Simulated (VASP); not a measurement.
# Se (P6/mmm) in VASP: a series of runs, part 3 of 3

VASP 6.6.1.

## 4. Single point, revPBE (volume scaled by 1.08)

File INCAR:

```
SYSTEM = Se
PREC = Accurate
ENCUT = 520
EDIFF = 1E-6
ISMEAR = -1
SIGMA = 0.1
LREAL = .FALSE.
LASPH = .TRUE.
NELM = 60
ALGO = Normal
ISIF = 2
LWAVE = .FALSE.
LCHARG = .TRUE.
GGA = RE
LELF = .TRUE.
LVHAR = .TRUE.
NBANDS = 16
```

File KPOINTS:

```
regular mesh
0
G
  9 9 10
  0 0 0
```

File POSCAR:

```
Se
1.0
    4.8288822720      0.0000000000      0.0000000000
   -2.4144411360      4.1819347194      0.0000000000
    0.0000000000      0.0000000000      3.5072911175
Se
3
Direct
    0.0000000000      0.0000000000      0.0000000000
    0.3333333333      0.6666666667      0.5000000000
    0.6666666667      0.3333333333      0.5000000000
```

Potentials or basis: VASP PAW PBE potentials, release 64 (Se).

Launch:

```console
$ cat potpaw_PBE.64/Se/POTCAR > POTCAR
$ mpirun -np 1 vasp_std > vasp.out
```

OUTCAR:

```text
SYSTEM = Se
   PREC = Accurate
   ENCUT = 520
   EDIFF = 1E-6
   ISMEAR = -1
   LREAL = .FALSE.
   LASPH = .TRUE.
   NELM = 60
   ISIF = 2
   GGA = RE

 ion  position               nearest neighbor table
   1  0.000  0.000  0.000-
   2  0.333  0.667  0.500-   3 2.79   3 2.79   3 2.79
   3  0.667  0.333  0.500-   2 2.79   2 2.79   2 2.79

  LATTYP: Found a hexagonal cell.
 ALAT       =     4.8288822720
 C/A-ratio  =     0.7263153086

  Lattice vectors:

 A1 = (   4.8288822720,   0.0000000000,   0.0000000000)
 A2 = (  -2.4144411360,   4.1819347194,   0.0000000000)
 A3 = (   0.0000000000,   0.0000000000,   3.5072911175)

Analysis of symmetry for initial positions (statically):
=====================================================================
 Subroutine PRICEL returns:
 Original cell was already a primitive cell.

 Routine SETGRP: Setting up the symmetry group for a
 hexagonal supercell.

 Subroutine GETGRP returns: Found 24 space group operations
 (whereof 24 operations were pure point group operations)
 out of a pool of 24 trial point group operations.

The static configuration has the point symmetry D_6h.

Analysis of symmetry for dynamics (positions and initial velocities):
=====================================================================
 Subroutine PRICEL returns:
 Original cell was already a primitive cell.

 Routine SETGRP: Setting up the symmetry group for a
 hexagonal supercell.

 Subroutine GETGRP returns: Found 24 space group operations
 (whereof 24 operations were pure point group operations)
 out of a pool of 24 trial point group operations.

The dynamic configuration has the point symmetry D_6h.

 Subroutine INISYM returns: Found 24 space group operations
 (whereof 24 operations are pure point group operations),
 and found     1 'primitive' translations

----------------------------------------------------------------------------------------

                                     Primitive cell

  volume of cell :      70.8265

  direct lattice vectors                    reciprocal lattice vectors
     4.828882272  0.000000000  0.000000000     0.207087260  0.119561885  0.000000000
    -2.414441136  4.181934719  0.000000000     0.000000000  0.239123771  0.000000000
     0.000000000  0.000000000  3.507291117     0.000000000  0.000000000  0.285120330

  length of vectors
     4.828882272  4.828882272  3.507291117     0.239123771  0.239123771  0.285120330

  position of ions in fractional coordinates (direct lattice)
     0.000000000  0.000000000  0.000000000
     0.333333333  0.666666667  0.500000000
     0.666666667  0.333333333  0.500000000

  ion indices of the primitive-cell ions
   primitive index   ion index
                 1           1
                 2           2
                 3           3

----------------------------------------------------------------------------------------

 KPOINTS: regular mesh

Automatic generation of k-mesh.
 Grid dimensions read from file:
 generate k-points for:    9    9   10

 Generating k-lattice:

  Cartesian coordinates                     Fractional coordinates (reciprocal lattice)
     0.023009696  0.013284654  0.000000000     0.111111111  0.000000000  0.000000000
     0.000000000  0.026569308  0.000000000     0.000000000  0.111111111  0.000000000
     0.000000000  0.000000000  0.028512033     0.000000000  0.000000000  0.100000000

  Length of vectors
     0.026569308  0.026569308  0.028512033

  Shift w.r.t. Gamma in fractional coordinates (k-lattice)
     0.000000000  0.000000000  0.000000000

 Subroutine IBZKPT returns following result:
 ===========================================

 Found     72 irreducible k-points:

 Following reciprocal coordinates:
            Coordinates               Weight
  0.000000  0.000000  0.000000      1.000000
  0.111111  0.000000  0.000000      6.000000
  0.222222  0.000000  0.000000      6.000000
  0.333333  0.000000  0.000000      6.000000
  0.444444  0.000000  0.000000      6.000000
  0.111111  0.111111  0.000000      6.000000
[... 16 lines left out ...]
  0.333333  0.222222  0.100000     24.000000
  0.333333  0.333333  0.100000      4.000000
 [... further k-points ...]
   k-points           NKPTS =     72   k-points in BZ     NKDIM =     72   number of bands    NBANDS=     16
   number of dos      NEDOS =    301   number of ions     NIONS =      3
   total plane-waves  NPLWV =  36288
   dimension x,y,z NGX =    36 NGY =   36 NGZ =   28
   dimension x,y,z NGXF=    72 NGYF=   72 NGZF=   56
   ions per type =               3
   NGX,Y,Z   is equivalent  to a cutoff of  12.39, 12.39, 13.27 a.u.
   NGXF,Y,Z  is equivalent  to a cutoff of  24.79, 24.79, 26.54 a.u.
 SYSTEM =  Se
   PREC   = accura    normal or accurate (medium, high low for compatibility)
   ISTART =      0    job   : 0-new  1-cont  2-samecut
   ICHARG =      2    charge: 1-file 2-atom 10-const
   ISPIN  =      1    spin polarized calculation?
   LNONCOLLINEAR =      F non collinear calculations
   LSORBIT =      F    spin-orbit coupling
   LASPH  =      T    aspherical Exc in radial PAW
   ENCUT  =  520.0 eV  38.22 Ry    6.18 a.u.   8.98  8.98  6.52*2*pi/ulx,y,z
   NELM   =     60;   NELMIN=  2; NELMDL= -5     # of ELM steps
   EDIFF  = 0.1E-05   stopping-criterion for ELM
   LREAL  =      F    real-space projection
   EDIFFG = 0.1E-04   stopping-criterion for IOM
   NSW    =      0    number of steps for IOM
   IBRION =     -1    ionic relax: 0-MD 1-quasi-New 2-CG
   NFREE  =      0    steps in history (QN), initial steepest desc. (CG)
   ISIF   =      2    stress and relaxation
   ISYM   =      2    0-nonsym 1-usesym 2-fastsym
   POTIM  = 0.5000    time-step for ionic-motion
   TEBEG  =    0.0;   TEEND  =   0.0 temperature during run
   PSTRESS=    0.0 pullay stress
   NELECT =      18.0000    total number of electrons
   NUPDOWN=      -1.0000    fix difference up-down
   EMIN   =  10.00;   EMAX   =-10.00  energy-range for DOS
   EFERMI =   0.00;   METHOD = LEGACY
   ISMEAR =    -1;   SIGMA  =   0.10  broadening in eV -4-tet -1-fermi 0-gaus
   EFERMI_NEDOS =   21; number of points for ismear=-14 and -15
   IALGO  =     38    algorithm
   IMIX   =      4    mixing-type and parameters
     AMIX     =   0.40;   BMIX     =  1.00
     AMIX_MAG =   1.60;   BMIX_MAG =  1.00
  volume/ion in A,a.u.               =      23.61       159.32
  Fermi-wavevector in a.u.,A,eV,Ry     =   1.036972  1.959593 14.630498  1.075311
  Thomas-Fermi vector in A             =   2.171388
   LORBIT       =      0    0 simple, 1 ext, 2 COOP (PROOUT), +10 PAW based schemes
   GGA     = RE    functional components
   LHFCALC =     F    Hartree Fock is set to
   AEXX    =    0.0000 exact exchange contribution
   IVDW    =     0    specifies the selected vdW correction
   LEPSILON=     F    determine dielectric tensor
   LRPA    =     F    only Hartree local field effects (RPA)
 non-spin polarized calculation
  energy-cutoff  :      520.00
  volume of cell :       70.83
 maximum number of plane-waves:      1929
 NGX is ok and might be reduce to    36
   NGX = 17   NGY = 17   NGZ = 13

 number of electron      17.9999998 magnetization

 Free energy of the ion-electron system (eV)
  ---------------------------------------------------
  ext. energy  EPLUGINS =         0.00000000
  ---------------------------------------------------
  free energy    TOTEN  =        -7.59669041 eV

  energy without entropy =       -7.50973719  energy(sigma->0) =       -7.55321380

 E-fermi :   3.8580     XC(G=0):  -9.8035

 val. band max:        3.8530589867   @ k =   0.3333   0.2222   0.4000
 cond. band min:       3.8737763253   @ k =   0.2222   0.1111   0.5000
 fundamental gap:      0.0207173386
 Fermi energy:         3.8579648336

 k-point     1 :       0.0000    0.0000    0.0000
  band No.  band energies     occupation
      1     -11.3198      2.00000
      2      -7.6847      2.00000
      3      -7.2463      2.00000
      4      -0.5024      2.00000
      5      -0.5024      2.00000
      6       0.6184      2.00000
[... 8 lines left out ...]
     15      14.7750      0.00000
     16      14.7828      0.00000
[... 419 lines left out ...]
 k-point    24 :       0.3333    0.3333    0.1000
  band No.  band energies     occupation
      1      -9.3877      2.00000
      2      -9.3877      2.00000
      3      -8.7601      2.00000
      4      -0.6978      2.00000
      5       0.8611      2.00000
      6       0.8611      2.00000
[... 8 lines left out ...]
     15      12.1767      0.00000
     16      13.6120      0.00000

 [... further k-points ...]
[... 5 lines left out ...]
  --------------------------------------------------------------------------------------
  -------------------------------------------------------------------------------------
  Total       -2.1106838     -2.1106838     -1.0082604      0.0000000      0.0000000      0.0000000
  in kB      -47.7461200    -47.7461200    -22.8080214      0.0000000      0.0000000      0.0000000
  external PRESSURE =     -39.4334205 kB  Pullay stress =       0.0000000 kB

 VOLUME and BASIS-vectors are now :
 -----------------------------------------------------------------------------
  energy-cutoff  :      520.00
  volume of cell :       70.83
      direct lattice vectors                 reciprocal lattice vectors
     4.828882272  0.000000000  0.000000000     0.207087260  0.119561885  0.000000000
    -2.414441136  4.181934719  0.000000000     0.000000000  0.239123771  0.000000000
     0.000000000  0.000000000  3.507291117     0.000000000  0.000000000  0.285120330

 POSITION                                       TOTAL-FORCE (eV/Angst)
 -----------------------------------------------------------------------------------
      0.00000      0.00000      0.00000         0.000000     -0.000000     -0.000000
     -0.00000      2.78796      1.75365        -0.000000      0.000000      0.000000
      2.41444      1.39398      1.75365         0.000000     -0.000000     -0.000000
 -----------------------------------------------------------------------------------
    total drift:                                0.000000      0.000000     -0.000000

  FREE ENERGIE OF THE ION-ELECTRON SYSTEM (eV)
  ---------------------------------------------------
  free  energy   TOTEN  =        -7.5966904116 eV

  energy  without entropy=       -7.5097371861  energy(sigma->0) =       -7.55321380
```

OSZICAR:

```text
N       E                     dE             d eps       ncg     rms          rms(c)
DAV:   1     0.732645320308E+02    0.73265E+02   -0.76069E+03  2304   0.967E+02
DAV:   2    -0.370262141499E+01   -0.76967E+02   -0.73613E+02  3128   0.153E+02
DAV:   3    -0.764396514890E+01   -0.39413E+01   -0.39154E+01  2800   0.370E+01
DAV:   4    -0.766543280037E+01   -0.21468E-01   -0.21463E-01  3136   0.327E+00
DAV:   5    -0.766554037364E+01   -0.10757E-03   -0.10757E-03  2864   0.229E-01    0.470E+00
DAV:   6    -0.761413583351E+01    0.51405E-01   -0.19294E-01  2928   0.237E+00    0.290E+00
DAV:   7    -0.759842479058E+01    0.15711E-01   -0.55685E-02  2768   0.147E+00    0.179E+00
DAV:   8    -0.759673847614E+01    0.16863E-02   -0.25170E-02  2992   0.924E-01    0.184E-01
DAV:   9    -0.759667696069E+01    0.61515E-04   -0.15663E-03  2816   0.220E-01    0.902E-02
DAV:  10    -0.759668596967E+01   -0.90090E-05   -0.17235E-04  3080   0.758E-02    0.203E-02
DAV:  11    -0.759668998877E+01   -0.40191E-05   -0.13983E-05  2872   0.233E-02    0.790E-03
DAV:  12    -0.759669041156E+01   -0.42279E-06   -0.22404E-06  2952   0.110E-02
   1 F= -.75966904E+01 E0= -.75532138E+01  d E =-.869532E-01
```

stdout:

```text
POSCAR found type information on POSCAR Se
 POSCAR found :  1 types and       3 ions
 scaLAPACK will be used
 -----------------------------------------------------------------------------
|                                                                             |
|                                                                             |
|     You enforced a specific xc type in the INCAR file but a different       |
|     I HOPE YOU KNOW WHAT YOU ARE DOING!                                     |
|                                                                             |
 -----------------------------------------------------------------------------

 LDA part: xc-table for (Slater+PW92), standard interpolation
 POSCAR, INCAR and KPOINTS ok, starting setup
 FFT: planning ... GRIDC
 FFT: planning ... GRID_SOFT
 FFT: planning ... GRID
 WAVECAR not read
 entering main loop
```

It took 28 s on 1 thread of Intel Xeon 6975P-C (Granite Rapids), shared host; peak memory 0.21 GiB.

What came out:

- Free energy: -7.5967 eV
- Pressure: -3.9 GPa
- Band gap on the k mesh: zero (band 9 reaches 5.17 eV, above the bottom of band 10 at 2.55 eV)

Levels at points of the mesh, in eV from the Fermi level:
| k point | band 5 | band 6 | band 7 | band 8 | band 9 | band 10 | band 11 | band 12 | band 13 | band 14 |
| --- | --- | --- | --- | --- | --- | --- | --- | --- | --- | --- |
| (0.00, 0.00, 0.00) | -4.36 | -3.24 | -3.24 | -2.12 | 1.31 | 1.45 | 2.71 | 2.71 | 4.88 | 8.97 |
| (0.00, 0.00, 0.50) | -3.77 | -3.77 | -2.51 | -1.34 | -1.31 | -1.31 | -0.31 | -0.31 | 5.33 | 5.33 |

Caveat: the PAW data sets were made with another functional, which shifts forces and pressure a little.

## 5. Summary

| cell | gap on the mesh (eV) | pressure (GPa) |
| --- | --- | --- |
| a = 4.707, b = 4.707, c = 3.418 Å, angles 90.0, 90.0, 120.0°, 3 atoms | none | -0.1 |
| a = 4.769, b = 4.769, c = 3.463 Å, angles 90.0, 90.0, 120.0°, 3 atoms | none | -2.2 |
| a = 4.829, b = 4.829, c = 3.507 Å, angles 90.0, 90.0, 120.0°, 3 atoms | none | -3.9 |

Alike in all rows: task single point; level revPBE; potentials or basis VASP PAW PBE potentials, release 64 (Se); no spin polarisation; k mesh 9 × 9 × 10; cutoff (eV) 520; smearing fermi-dirac 0.1 eV.

Caveats: the PAW data sets were made with another functional, which shifts forces and pressure a little.

Total energies depend on the potentials used, so only differences within one code and one set of settings carry meaning.
